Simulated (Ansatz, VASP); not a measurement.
# Fe in VASP and in Ansatz

The input INCAR:

```
ALGO     = Normal         # electronic algorithm
EDIFF    = 1E-6           # SCF threshold, eV
ENCUT    = 520            # plane-wave cutoff, eV
GGA      = PS             # functional
ISIF     = 2              # what is computed and relaxed
ISMEAR   = -1             # smearing method
LASPH    = T              # aspherical terms in the spheres
LCHARG   = T              # write CHGCAR
LELF     = T              # ELF
LREAL    = F              # projectors in reciprocal space
LVHAR    = T            
LWAVE    = F              # write WAVECAR
NBANDS   = 15             # bands
NELM     = 60             # most SCF steps
PREC     = Accurate       # precision mode
SIGMA    = 0.08           # smearing width, eV
```

Contents of KPOINTS:

```
k-points
0
Gamma
  17 17 10
```

The input POSCAR:

```
Fe
1.0
    2.4012595311      0.0000000000      0.0000000000
   -1.2006297656      2.0795517550      0.0000000000
    0.0000000000      0.0000000000      3.7900100715
Fe
2
Direct
    0.3333333333      0.6666666667      0.2500000000
    0.6666666667      0.3333333333      0.7500000000
```

Input for Ansatz:

```yaml
crystal:
  lattice:
    - [2.4012595311, 0.0, 0.0]
    - [-1.2006297656, 2.079551755, 0.0]
    - [0.0, 0.0, 3.7900100715]
  atoms:
    - { symbol: Fe, position: [0.3333333333, 0.6666666667, 0.25] }
    - { symbol: Fe, position: [0.6666666667, 0.3333333333, 0.75] }
kpoints:
  mp_grid: { grid: [17, 17, 10] }
  band_path:
    path:
      - [0.0, 0.0, 0.0]
      - [0.5, 0.0, 0.0]
      - [0.3333333333, 0.3333333333, 0.0]
      - [0.0, 0.0, 0.0]
      - [0.0, 0.0, 0.5]
      - [0.5, 0.0, 0.5]
      - [0.3333333333, 0.3333333333, 0.5]
      - [0.0, 0.0, 0.5]
      - [0.5, 0.0, 0.5]
    npoints: 5
scf:
  occupations: { method: fermi_dirac, width: 0.08 }
hamiltonian:
  xc: pbesol
  pseudopotentials: { kind: all_electron, lapw: { basis_error: 0.00025 } }
output:
  forces: true
  stress: true
  eigenvalues: true
```

Change from the starting cell: volume scaled by 0.96.

Alike in both runs: task single point; functional PBEsol; k mesh 17 × 17 × 10; occupations fermi-dirac, width 0.08 eV; no spin polarisation.

|  | VASP | Ansatz |
| --- | --- | --- |
| version | VASP 6.6.1 | Ansatz 0.2.0 |
| potentials or method | VASP PAW PBE potentials, release 64 (Fe), cutoff 520 eV | all-electron LAPW, scalar-relativistic |

```tsv
	VASP	Ansatz	Ansatz less VASP
pressure (GPa)	12.5	13.0	+0.44
traceless stress, the component that is largest in VASP (GPa)	0.92	1.04	+0.120
```

VASP's potentials were made for PBE, not for PBEsol. Ansatz ran all-electron here, and VASP with PAW potentials.
